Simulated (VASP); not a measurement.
Write the native input for VASP 6.6.1 that does the following.

- Task: single point
- Functional: PBEsol
- Potentials or basis: VASP PAW PBE potentials, release 64 (Al, N)
- Cutoff: 520 eV
- k mesh: 10 × 10 × 10
- Occupations: gaussian, width 0.05 eV
- Spin: no spin polarisation
- Dipole correction: no
- Further INCAR settings: ALGO = Normal; EDIFF = 1e-06; NBANDS = 11

The structure of AlN lies in POSCAR:

```
AlN
1.0
    0.0000000000      2.0864464112      2.2397618115
    2.2397618115      0.0000000000      2.2397618115
    2.2397618115      2.0864464112      0.0000000000
Al N
1 1
Direct
   -0.0022533278      0.0022533278      0.0022533278
    0.7543405620      0.7456594380      0.7456594380
```

This cell differs from its parent crystal: mode 4 frozen in at -0.019 Å, strain +e along z and -e/2 along x and y -0.0467.

These files were run (other wordings do the same):

INCAR

```
SYSTEM = AlN
PREC     = Accurate       ! precision mode
ENCUT    = 520            ! plane-wave cutoff, eV
EDIFF    = 1E-6           ! SCF threshold, eV
ISMEAR   = 0              ! smearing method
SIGMA    = 0.05           ! smearing width, eV
LREAL    = .False.        ! projectors in reciprocal space
LASPH    = .True.         ! aspherical terms in the spheres
NELM     = 80             ! most SCF steps
ALGO     = Normal         ! electronic algorithm
ISIF     = 2              ! what is computed and relaxed
LWAVE    = .False.        ! write WAVECAR
LCHARG   = .False.        ! write CHGCAR
GGA      = PS             ! functional
NBANDS   = 11             ! bands
```

KPOINTS

```
regular mesh
0
Gamma
  10 10 10
  0 0 0
```

Potentials or basis: VASP PAW PBE potentials, release 64 (Al, N).

Launch:

```bash
$ cat potpaw_PBE.64/Al/POTCAR potpaw_PBE.64/N/POTCAR > POTCAR
$ mpirun -np 1 vasp_std > vasp.out
```

Results of the run:

```
Pressure               : 0.0 GPa
Largest force          : 0.436 eV/Å
Band gap on the k mesh : 2.82 eV, indirect (least direct gap 3.87 eV)
```

Caveat: the cell differs from its parent crystal (mode 4 frozen in at -0.019 Å, strain +e along z and -e/2 along x and y -0.0467); the PAW data sets were made with another functional, which shifts forces and pressure a little.

It took 36 s on 1 thread of Intel(R) Xeon(R) Platinum 8259CL CPU @ 2.50GHz (Skylake/Cascade Lake), with other jobs on the host, peak memory 0.18 GiB.
